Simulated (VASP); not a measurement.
# Sn5GeSe6 (P4/mmm) in VASP: relaxation of cell and atoms with PBE

Aim: the relaxation of cell and atoms of Sn5GeSe6 with PBE.

Everything below comes from runs of VASP 6.6.1. Logs are shortened: lines on timing, memory, paths and dates and some standing lists are left out, and cuts for length are marked.

## Step 1: The cell of the first run

It takes space group P4/mmm (No. 123, tetragonal). Conventional cell: a = 4.265 Å, b = 4.265 Å, c = 18.095 Å, α = 90.00°, β = 90.00°, γ = 90.00°. Within 4.0 Å of Sn (site symmetry 4mm) lie 6 Se at 3.02 Å. Sn (site symmetry 4/mmm) has 6 Se at 3.02 Å within 4.0 Å. Sn (site symmetry 4mm) has 6 Se at 3.02 Å within 4.0 Å. Within 4.0 Å of Ge (site symmetry 4/mmm) lie 6 Se at 3.02 Å. Se (site symmetry 4/mmm) has 6 Sn at 3.02 Å within 4.0 Å. Within 4.0 Å of Se (site symmetry 4mm) lie 6 Sn at 3.02 Å. Within 4.0 Å of Se (site symmetry 4mm) lie 5 Sn at 3.02 Å and 1 Ge at 3.02 Å. Within 4.0 Å of Se (site symmetry 4/mmm) lie 4 Ge at 3.02 Å and 2 Sn at 3.02 Å.

## Step 2: Relaxation of cell and atoms, PBE

Input file INCAR:

```
ALGO = Normal
EDIFF = 1E-7
EDIFFG = -0.01
ENCUT = 500
GGA = PE
GGA_COMPAT = False
IBRION = 2
ISIF = 3
ISMEAR = 0
KPAR = 4
LASPH = True
LCHARG = False
LREAL = False
LWAVE = False
NELM = 120
NELMIN = 4
NSW = 100
PREC = Accurate
SIGMA = 0.02
```

Input file KPOINTS:

```
k-points
0
Gamma
  8 8 2
```

Input file POSCAR:

```
Sn5GeSe6
1.0
    4.2651319400      0.0000000000      0.0000000000
    0.0000000000      4.2651319400      0.0000000000
    0.0000000000      0.0000000000     18.0954223000
Sn Ge Se
5 1 6
Direct
    0.0000000000      0.0000000000      0.8333333300
    0.5000000000      0.5000000000      0.0000000000
    0.0000000000      0.0000000000      0.1666666700
    0.5000000000      0.5000000000      0.3333333300
    0.5000000000      0.5000000000      0.6666666700
    0.0000000000      0.0000000000      0.5000000000
    0.0000000000      0.0000000000      0.0000000000
    0.5000000000      0.5000000000      0.1666666700
    0.0000000000      0.0000000000      0.3333333300
    0.5000000000      0.5000000000      0.5000000000
    0.0000000000      0.0000000000      0.6666666700
    0.5000000000      0.5000000000      0.8333333300
```

Potentials or basis: VASP PAW PBE potentials, release 64 (Sn_d, Ge_d, Se).

Run with:

```bash
cat potpaw_PBE.64/Sn_d/POTCAR potpaw_PBE.64/Ge_d/POTCAR potpaw_PBE.64/Se/POTCAR > POTCAR
mpirun -np 4 vasp_std > vasp.out
```

OUTCAR:

```text
EDIFF = 1E-7
   EDIFFG = -0.01
   ENCUT = 500
   GGA = PE
   IBRION = 2
   ISIF = 3
   ISMEAR = 0
   LASPH = True
   LREAL = False
   NELM = 120
   NELMIN = 4
   NSW = 100
   PREC = Accurate

 ion  position               nearest neighbor table
   1  0.000  0.000  0.833-  11 3.02  12 3.02  12 3.02  12 3.02  12 3.02   7 3.02
   2  0.500  0.500  0.000-   7 3.02   7 3.02   7 3.02   7 3.02  12 3.02   8 3.02
   3  0.000  0.000  0.167-   9 3.02   8 3.02   8 3.02   8 3.02   8 3.02   7 3.02
   4  0.500  0.500  0.333-   8 3.02   9 3.02   9 3.02   9 3.02   9 3.02  10 3.02
   5  0.500  0.500  0.667-  12 3.02  11 3.02  11 3.02  11 3.02  11 3.02  10 3.02
   6  0.000  0.000  0.500-
   7  0.000  0.000  0.000-   2 3.02   2 3.02   2 3.02   2 3.02   3 3.02   1 3.02
   8  0.500  0.500  0.167-   4 3.02   3 3.02   3 3.02   3 3.02   3 3.02   2 3.02
   9  0.000  0.000  0.333-   3 3.02   4 3.02   4 3.02   4 3.02   4 3.02
  10  0.500  0.500  0.500-   4 3.02   5 3.02
  11  0.000  0.000  0.667-   1 3.02   5 3.02   5 3.02   5 3.02   5 3.02
  12  0.500  0.500  0.833-   5 3.02   1 3.02   1 3.02   1 3.02   1 3.02   2 3.02

  LATTYP: Found a simple tetragonal cell.
 ALAT       =     4.2651319400
 C/A-ratio  =     4.2426406860

  Lattice vectors:

 A1 = (   4.2651319400,   0.0000000000,   0.0000000000)
 A2 = (   0.0000000000,   4.2651319400,   0.0000000000)
 A3 = (   0.0000000000,   0.0000000000,  18.0954223000)

Analysis of symmetry for initial positions (statically):
=====================================================================
 Subroutine PRICEL returns:
 Original cell was already a primitive cell.

 Routine SETGRP: Setting up the symmetry group for a
 simple tetragonal supercell.

 Subroutine GETGRP returns: Found 16 space group operations
 (whereof 16 operations were pure point group operations)
 out of a pool of 16 trial point group operations.

The static configuration has the point symmetry D_4h.

Analysis of symmetry for dynamics (positions and initial velocities):
=====================================================================
 Subroutine PRICEL returns:
 Original cell was already a primitive cell.

 Routine SETGRP: Setting up the symmetry group for a
 simple tetragonal supercell.

 Subroutine GETGRP returns: Found 16 space group operations
 (whereof 16 operations were pure point group operations)
 out of a pool of 16 trial point group operations.

The dynamic configuration has the point symmetry D_4h.

 Subroutine INISYM returns: Found 16 space group operations
 (whereof 16 operations are pure point group operations),
 and found     1 'primitive' translations

----------------------------------------------------------------------------------------

                                     Primitive cell

  volume of cell :     329.1802

  direct lattice vectors                    reciprocal lattice vectors
     4.265131940  0.000000000  0.000000000     0.234459335  0.000000000  0.000000000
     0.000000000  4.265131940  0.000000000     0.000000000  0.234459335  0.000000000
     0.000000000  0.000000000 18.095422300     0.000000000  0.000000000  0.055262595

  length of vectors
     4.265131940  4.265131940 18.095422300     0.234459335  0.234459335  0.055262595

  position of ions in fractional coordinates (direct lattice)
     0.000000000  0.000000000  0.833333330
     0.500000000  0.500000000  0.000000000
     0.000000000  0.000000000  0.166666670
     0.500000000  0.500000000  0.333333330
     0.500000000  0.500000000  0.666666670
     0.000000000  0.000000000  0.500000000
     0.000000000  0.000000000  0.000000000
     0.500000000  0.500000000  0.166666670
     0.000000000  0.000000000  0.333333330
     0.500000000  0.500000000  0.500000000
     0.000000000  0.000000000  0.666666670
     0.500000000  0.500000000  0.833333330

  ion indices of the primitive-cell ions
   primitive index   ion index
                 1           1
                 2           2
                 3           3
                 4           4
                 5           5
                 6           6
                 7           7
                 8           8
                 9           9
                10          10
                11          11
                12          12

----------------------------------------------------------------------------------------

 KPOINTS: k-points

Automatic generation of k-mesh.
 Grid dimensions read from file:
 generate k-points for:    8    8    2

 Generating k-lattice:

  Cartesian coordinates                     Fractional coordinates (reciprocal lattice)
     0.029307417  0.000000000  0.000000000     0.125000000  0.000000000  0.000000000
     0.000000000  0.029307417  0.000000000     0.000000000  0.125000000  0.000000000
     0.000000000  0.000000000  0.027631298     0.000000000  0.000000000  0.500000000

  Length of vectors
     0.029307417  0.029307417  0.027631298

  Shift w.r.t. Gamma in fractional coordinates (k-lattice)
     0.000000000  0.000000000  0.000000000

 Subroutine IBZKPT returns following result:
 ===========================================

 Found     30 irreducible k-points:

 Following reciprocal coordinates:
            Coordinates               Weight
  0.000000  0.000000  0.000000      1.000000
  0.125000  0.000000  0.000000      4.000000
  0.250000  0.000000  0.000000      4.000000
  0.375000  0.000000  0.000000      4.000000
  0.500000  0.000000  0.000000      2.000000
  0.125000  0.125000  0.000000      4.000000
[... 16 lines left out ...]
  0.375000  0.125000  0.500000      8.000000
  0.500000  0.125000  0.500000      4.000000
 [... further k-points ...]
   k-points           NKPTS =     30   k-points in BZ     NKDIM =     30   number of bands    NBANDS=     72
   number of dos      NEDOS =    301   number of ions     NIONS =     12
   total plane-waves  NPLWV = 143360
   dimension x,y,z NGX =    32 NGY =   32 NGZ =  140
   dimension x,y,z NGXF=    64 NGYF=   64 NGZF=  280
   ions per type =               5   1   6
   NGX,Y,Z   is equivalent  to a cutoff of  12.47, 12.47, 12.86 a.u.
   NGXF,Y,Z  is equivalent  to a cutoff of  24.95, 24.95, 25.72 a.u.
 SYSTEM =  unknown system
   PREC   = accura    normal or accurate (medium, high low for compatibility)
   ISTART =      0    job   : 0-new  1-cont  2-samecut
   ICHARG =      2    charge: 1-file 2-atom 10-const
   ISPIN  =      1    spin polarized calculation?
   LNONCOLLINEAR =      F non collinear calculations
   LSORBIT =      F    spin-orbit coupling
   LASPH  =      T    aspherical Exc in radial PAW
   ENCUT  =  500.0 eV  36.75 Ry    6.06 a.u.   7.78  7.78 32.99*2*pi/ulx,y,z
   NELM   =    120;   NELMIN=  4; NELMDL= -5     # of ELM steps
   EDIFF  = 0.1E-06   stopping-criterion for ELM
   LREAL  =      F    real-space projection
   EDIFFG = -.1E-01   stopping-criterion for IOM
   NSW    =    100    number of steps for IOM
   IBRION =      2    ionic relax: 0-MD 1-quasi-New 2-CG
   NFREE  =      1    steps in history (QN), initial steepest desc. (CG)
   ISIF   =      3    stress and relaxation
   ISYM   =      2    0-nonsym 1-usesym 2-fastsym
   POTIM  = 0.5000    time-step for ionic-motion
   TEBEG  =    0.0;   TEEND  =   0.0 temperature during run
   PSTRESS=    0.0 pullay stress
   NELECT =     120.0000    total number of electrons
   NUPDOWN=      -1.0000    fix difference up-down
   EMIN   =  10.00;   EMAX   =-10.00  energy-range for DOS
   EFERMI =   0.00;   METHOD = LEGACY
   ISMEAR =     0;   SIGMA  =   0.02  broadening in eV -4-tet -1-fermi 0-gaus
   EFERMI_NEDOS =   21; number of points for ismear=-14 and -15
   IALGO  =     38    algorithm
   IMIX   =      4    mixing-type and parameters
     AMIX     =   0.40;   BMIX     =  1.00
     AMIX_MAG =   1.60;   BMIX_MAG =  1.00
  volume/ion in A,a.u.               =      27.43       185.12
  Fermi-wavevector in a.u.,A,eV,Ry     =   1.169474  2.209986 18.608283  1.367670
  Thomas-Fermi vector in A             =   2.305947
   LORBIT       =      0    0 simple, 1 ext, 2 COOP (PROOUT), +10 PAW based schemes
   GGA     = PE    functional components
   LHFCALC =     F    Hartree Fock is set to
   AEXX    =    0.0000 exact exchange contribution
   IVDW    =     0    specifies the selected vdW correction
   LEPSILON=     F    determine dielectric tensor
   LRPA    =     F    only Hartree local field effects (RPA)
 conjugate gradient relaxation of ions
 non-spin polarized calculation
 Gauss-broadening in eV      SIGMA  =   0.02
  energy-cutoff  :      500.00
  volume of cell :      329.18
 maximum number of plane-waves:      8400
 NGX is ok and might be reduce to    32
   NGX = 15   NGY = 15   NGZ = 65

--------------------------------------- Ionic step        1  -------------------------------------------

 number of electron     120.0000041 magnetization

 Free energy of the ion-electron system (eV)
  ---------------------------------------------------
  ext. energy  EPLUGINS =         0.00000000
  ---------------------------------------------------
  free energy    TOTEN  =       -49.30609590 eV

  energy without entropy =      -49.30609590  energy(sigma->0) =      -49.30609590

------------------------ aborting loop because EDIFF is reached ----------------------------------------

  FORCE on cell =-STRESS in cart. coord.  units (eV):
  Direction    XX          YY          ZZ          XY          YZ          ZX
  --------------------------------------------------------------------------------------
  -------------------------------------------------------------------------------------
  Total       -1.4324065     -1.4324065     -1.4650839      0.0000000      0.0000000      0.0000000
  in kB       -6.9717726     -6.9717726     -7.1308191      0.0000000      0.0000000      0.0000000
  external PRESSURE =      -7.0247881 kB  Pullay stress =       0.0000000 kB
[... 119 lines left out ...]
  FREE ENERGIE OF THE ION-ELECTRON SYSTEM (eV)
  ---------------------------------------------------
  free  energy   TOTEN  =       -49.3288917872 eV

  energy  without entropy=      -49.3288917872  energy(sigma->0) =      -49.32889179

[... ionic steps 4 to 13 ...]

--------------------------------------- Ionic step       14  -------------------------------------------

 number of electron     120.0000021 magnetization

------------------------ aborting loop because EDIFF is reached ----------------------------------------
[... 87 lines left out ...]
--------------------------------------- Ionic step       16  -------------------------------------------

 number of electron     120.0000021 magnetization

 Free energy of the ion-electron system (eV)
  ---------------------------------------------------
  ext. energy  EPLUGINS =         0.00000000
  ---------------------------------------------------
  free energy    TOTEN  =       -49.37942319 eV

  energy without entropy =      -49.37942319  energy(sigma->0) =      -49.37942319

 E-fermi :   5.4677     XC(G=0):  -9.5706

 val. band max:        5.3316198305   @ k =   0.5000   0.0000   0.5000
 cond. band min:       5.6028583724   @ k =   0.5000   0.0000   0.5000
 fundamental gap:      0.2712385418
 Fermi energy:         5.4676925132

 k-point     1 :       0.0000    0.0000    0.0000
  band No.  band energies     occupation
      1     -19.9350      2.00000
      2     -19.9329      2.00000
      3     -19.9192      2.00000
      4     -19.9192      2.00000
      5     -19.9189      2.00000
      6     -16.3877      2.00000
[... 1789 lines left out ...]
     71       7.9053      0.00000
     72       8.0573      0.00000

 [... further k-points ...]

------------------------ aborting loop because EDIFF is reached ----------------------------------------

  FORCE on cell =-STRESS in cart. coord.  units (eV):
  Direction    XX          YY          ZZ          XY          YZ          ZX
  --------------------------------------------------------------------------------------
  -------------------------------------------------------------------------------------
  Total       -0.0367779     -0.0367779     -0.0261923      0.0000000      0.0000000      0.0000000
  in kB       -0.1816047     -0.1816047     -0.1293343      0.0000000      0.0000000      0.0000000
  external PRESSURE =      -0.1641812 kB  Pullay stress =       0.0000000 kB
[... 27 lines left out ...]
  FREE ENERGIE OF THE ION-ELECTRON SYSTEM (eV)
  ---------------------------------------------------
  free  energy   TOTEN  =       -49.3794231892 eV

  energy  without entropy=      -49.3794231892  energy(sigma->0) =      -49.37942319

 reached required accuracy - stopping structural energy minimisation
```

It took 24 min on 4 MPI ranks of Intel Xeon 6975P-C (Granite Rapids), shared host; peak memory 0.76 GiB.

Results:

```yaml
Free_energy: -49.3794 eV
Relaxed_volume: 27.04 Å³/atom
Relaxed_cell: a = 4.245 Å, b = 4.245 Å, c = 18.004 Å, α = 90.00°, β = 90.00°, γ = 90.00°
Space_group_after_relaxing_to_0.1_Å: P4/mmm (No. 123)
Energy_gained_by_relaxing: 6.1 meV/atom
Ionic_steps: 16
Pressure_after_relaxing: 0.0 GPa
Largest_force_after_relaxing: 0.007 eV/Å
Band_gap_on_the_k_mesh: 0.27 eV
```

Forces on the atoms (eV/Å):
```
Sn   0.000  0.000 -0.003
Sn   0.000  0.000  0.000
Sn   0.000  0.000  0.003
Sn   0.000  0.000 -0.005
Sn   0.000  0.000  0.005
Ge   0.000  0.000  0.000
Se   0.000  0.000  0.000
Se   0.000  0.000  0.000
Se   0.000  0.000  0.007
Se   0.000  0.000  0.000
Se   0.000  0.000 -0.007
Se   0.000  0.000  0.000
```

The path:
```
step  energy change (eV)  largest force (eV/Å)  pressure (GPa)  volume (Å³)
   1              0.0000                0.3173           -0.70       329.18
   2             -0.0221                0.2990            0.13       323.48
   3             -0.0228                0.2945            0.32       322.31
   4             -0.0374                0.2453            0.27       322.49
   5             -0.0654                0.0888            0.19       323.04
   6             -0.0393                0.3009            0.18       324.14
   7             -0.0699                0.0545            0.16       323.33
   8             -0.0704                0.0356           -0.23       325.84
   9             -0.0715                0.0426           -0.05       324.70
  10             -0.0723                0.0321            0.00       324.36
  11             -0.0727                0.0148            0.09       323.75
  12             -0.0730                0.0145            0.07       323.92
  13             -0.0732                0.0192            0.02       324.24
  14             -0.0732                0.0175            0.02       324.20
  15             -0.0733                0.0134            0.01       324.29
  16             -0.0733                0.0072           -0.02       324.47
```

Final structure:
```
Sn Ge Se
1.0
     4.24523    0.00000    0.00000
     0.00000    4.24523    0.00000
     0.00000    0.00000   18.00393
Sn Ge Se
5 1 6
Direct
  0.00000 0.00000 0.83167
  0.50000 0.50000 0.00000
  0.00000 0.00000 0.16833
  0.50000 0.50000 0.33765
  0.50000 0.50000 0.66235
  0.00000 0.00000 0.50000
  0.00000 0.00000 0.00000
  0.50000 0.50000 0.16727
  0.00000 0.00000 0.34123
  0.50000 0.50000 0.50000
  0.00000 0.00000 0.65877
  0.50000 0.50000 0.83273
```

Caveat: semilocal functionals underestimate gaps, and a narrow one can read as zero; spin-orbit coupling is left out, which moves the levels of the heavy elements. A k mesh can miss the band edges.
